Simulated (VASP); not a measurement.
A run of VASP 6.6.1 is set up as follows.

Contents of INCAR:

```
  ALGO = Normal
  EDIFF = 1E-7
  ENCUT = 520
  GGA = CA
  ISIF = 2
  ISMEAR = -1
  ISPIN = 2
  LASPH = True
  LCHARG = False
  LMAXMIX = 4
  LORBIT = 11
  LREAL = False
  LWAVE = False
  MAGMOM = 4 4 0 0 0 0
  NBANDS = 38
  NELM = 150
  PREC = Accurate
  SIGMA = 0.025
```

KPOINTS

```
k-points
0
Gamma
  8 6 4
```

File POSCAR:

```
MnO2
1.0
    2.9041580000      0.0000000000      0.0000000000
    0.0000000000      3.8448100000      0.0000000000
    0.0000000000      0.0000000000      6.1642640000
Mn O
2 4
Direct
    0.5000000000      0.5000000000      0.3433015000
    0.0000000000      0.0000000000      0.6566985000
    0.5000000000      0.0000000000      0.8375675000
    0.0000000000      0.5000000000      0.1624325000
    0.5000000000      0.0000000000      0.4217995000
    0.0000000000      0.5000000000      0.5782005000
```

Potentials or basis: VASP PAW LDA potentials, release 64 (Mn_pv, O).

Run with:

```console
$ cat potpaw_LDA.64/Mn_pv/POTCAR potpaw_LDA.64/O/POTCAR > POTCAR
$ mpirun -np 1 vasp_std > vasp.out
```

Q: What does it give for the net moment?

A: 6.00 μB per cell.

Q: Predict the largest force.

A: 1.428 eV/Å.

Q: Predict the pressure.

A: -18.7 GPa.

Q: What does it give for the site moments?

A: Mn +2.72; O +0.14, +0.01 μB.

Forces in eV/Å, atoms in the order of the input:
```
Mn   0.000  0.000 -0.326
Mn   0.000  0.000  0.326
O    0.000  0.000 -1.428
O    0.000  0.000  1.428
O    0.000  0.000  0.381
O    0.000  0.000 -0.381
```

Caveat: only a ferromagnetic start was run, and an antiferromagnetic order may lie lower in energy; forces of over 1 eV/Å act on the atoms, so gaps and moduli don't describe the material at rest.
